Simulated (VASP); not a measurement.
A run of VASP 6.6.1 is set up as follows.

The input INCAR:

```
PREC = Accurate
ENCUT = 520
EDIFF = 1E-7
ISMEAR = -1
SIGMA = 0.1
LREAL = False
LASPH = True
NELM = 100
ALGO = Normal
ISIF = 2
LWAVE = False
LCHARG = False
GGA = PE
NBANDS = 18
```

KPOINTS

```
Automatic mesh
0
Gamma
  15 15 8
```

Contents of POSCAR:

```
Sc
1.0
    2.9643126306      0.0000000000      0.0000000000
   -1.4821563153      2.5671700428      0.0000000000
    0.0000000000      0.0000000000      4.5903070396
Sc
2
Direct
    0.3333333333      0.6666666667      0.2500000000
    0.6666666667      0.3333333333      0.7500000000
```

Potentials or basis: VASP PAW PBE potentials, release 64 (Sc_sv).

Command:

```console
$ cat potpaw_PBE.64/Sc_sv/POTCAR > POTCAR
$ mpirun -np 1 vasp_std > vasp.out
```

(1) Predict the pressure.

(2) Estimate the band gap on the k mesh.

## Answers

(1) 32.2 GPa.

(2) zero (band 11 reaches 7.87 eV, above the bottom of band 12 at 5.32 eV).
